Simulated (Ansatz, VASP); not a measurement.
# ZrTa3N4 in VASP and in Ansatz

The input INCAR:

```
SYSTEM = ZrTa3N4
ALGO     = Fast           ! electronic algorithm
EDIFF    = 1E-6           ! SCF threshold, eV
EDIFFG   = -0.01          ! ionic threshold
ENCUT    = 600            ! plane-wave cutoff, eV
GGA      = PE             ! functional
IBRION   = 2              ! ionic algorithm
ISIF     = 3              ! what is computed and relaxed
ISMEAR   = 0              ! smearing method
LASPH    = .True.         ! aspherical terms in the spheres
LCHARG   = .False.        ! write CHGCAR
LREAL    = .False.        ! projectors in reciprocal space
LWAVE    = .False.        ! write WAVECAR
NELM     = 60             ! most SCF steps
NSW      = 100            ! ionic steps
PREC     = Accurate       ! precision mode
SIGMA    = 0.1            ! smearing width, eV
```

File KPOINTS:

```
k-points
0
Gamma
  10 8 6
  0 0 0
```

Contents of POSCAR:

```
ZrTa3N4
1.0
    3.1867558066      0.0000000000      0.0000000000
    0.0000000000      4.4131552113      0.0000000000
    0.0000000000      0.0000000000      6.2914420403
Zr Ta N
1 3 4
Direct
    0.0000000000      0.0000000000      0.0000000000
    0.5000000000      0.5000000000      0.2492239159
    0.0000000000      0.0000000000      0.5000000000
    0.5000000000      0.5000000000      0.7507760841
    0.0000000000      0.5000000000      0.5000000000
    0.5000000000      0.0000000000      0.7432844319
    0.0000000000      0.5000000000      0.0000000000
    0.5000000000      0.0000000000      0.2567155681
```

Input for Ansatz:

```yaml
crystal:
  lattice:
    - [3.1867558066, 0.0, 0.0]
    - [0.0, 4.4131552113, 0.0]
    - [0.0, 0.0, 6.2914420403]
  atoms:
    - { symbol: Zr, position: [0.0, 0.0, 0.0] }
    - { symbol: Ta, position: [0.5, 0.5, 0.2492239159] }
    - { symbol: Ta, position: [0.0, 0.0, 0.5] }
    - { symbol: Ta, position: [0.5, 0.5, 0.7507760841] }
    - { symbol: "N", position: [0.0, 0.5, 0.5] }
    - { symbol: "N", position: [0.5, 0.0, 0.7432844319] }
    - { symbol: "N", position: [0.0, 0.5, 0.0] }
    - { symbol: "N", position: [0.5, 0.0, 0.2567155681] }
basis:
  ecutwfc: 420
kpoints:
  mp_grid: { grid: [10, 8, 6] }
hamiltonian:
  xc: pbe
scf:
  occupations: { method: gaussian, width: 0.1 }
output:
  forces: true
  stress: true
  eigenvalues: true
relax:
  adjacent_minimum: "off"
  f_tol: 0.01
  max_steps: 80
  cell: { stress_tol: 0.05 }
```

Change from the starting cell: species swapped into the Sm3DyS4 type (Pmmm, No. 47).

Alike in both runs: task relaxation of cell and atoms; functional PBE; k mesh 10 × 8 × 6; occupations gaussian, width 0.1 eV; no spin polarisation.

```csv
,VASP,Ansatz
version,VASP 6.6.1,Ansatz 0.2.0
potentials or method,"VASP PAW PBE potentials, release 64 (Zr_sv, Ta_pv, N), cutoff 600 eV","scalar-relativistic, plane waves, PAW"
valence electrons in the cell,65,71
```

Ansatz gave:

* gap on the k mesh at the Fermi level, each at its own relaxed structure (eV): none
* relaxed volume (Å³/atom): 11.06
* relaxed length of the cell vector where the two differ most in proportion (Å): 3.149

Estimate VASP's values.

gap on the k mesh at the Fermi level, each at its own relaxed structure (eV): none; relaxed volume (Å³/atom): 11.08; relaxed length of the cell vector where the two differ most in proportion (Å): 3.152.

A gap of «none» marks a metal or a gap that the smearing closes. VASP's potentials hold 65 valence electrons a cell and Ansatz's 71, so a difference there can come from the potentials and not from the codes.

Neither program's run includes spin-orbit coupling.
